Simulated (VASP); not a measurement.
Runs of VASP 6.6.1 on ZnS. The structure is that of space group F-43m (No. 216), or close to it. The cells are those of the table. 

| cell | gap on the mesh (eV) | pressure (GPa) | largest force (eV/Å) |
| --- | --- | --- | --- |
| a = 3.849, b = 3.916 Å, angles 59.4, 58.8, 59.4°, 2 atoms | 1.95 | 0.3 | 0.18 |
| a = 3.849, b = 3.897 Å, angles 59.6, 59.2, 59.6°, 2 atoms | 1.97 | 0.2 | 0.13 |
| a = 3.849, b = 3.858 Å, angles 59.9, 59.8, 59.9°, 2 atoms | 2.01 | 0.2 | 0.02 |
| a = 3.849, b = 3.772 Å, angles 60.7, 61.3, 60.7°, 2 atoms | 1.93 | 0.3 | 0.20 |
| a = 3.849, b = 3.810 Å, angles 60.3, 60.7, 60.3°, 2 atoms | 1.98 | 0.2 | 0.10 |
| a = 3.849, b = 3.878 Å, angles 59.8, 59.5, 59.8°, 2 atoms | (b) | 0.2 | 0.07 |
| a = 3.849, b = 3.907 Å, angles 59.5, 59.0, 59.5°, 2 atoms | 1.96 | 0.3 | 0.15 |
| a = 3.849, b = 3.868 Å, angles 59.8, 59.7, 59.8°, 2 atoms | (a) | 0.2 | 0.05 |

Alike in all rows: task single point; level PBE; potentials or basis VASP PAW PBE potentials, release 64 (Zn, S); no spin polarisation; k mesh 8 × 8 × 8; cutoff (eV) 520; smearing gaussian 0.05 eV.

Task: Estimate the missing entries.

Result: (a) 2.00; (b) 1.99.

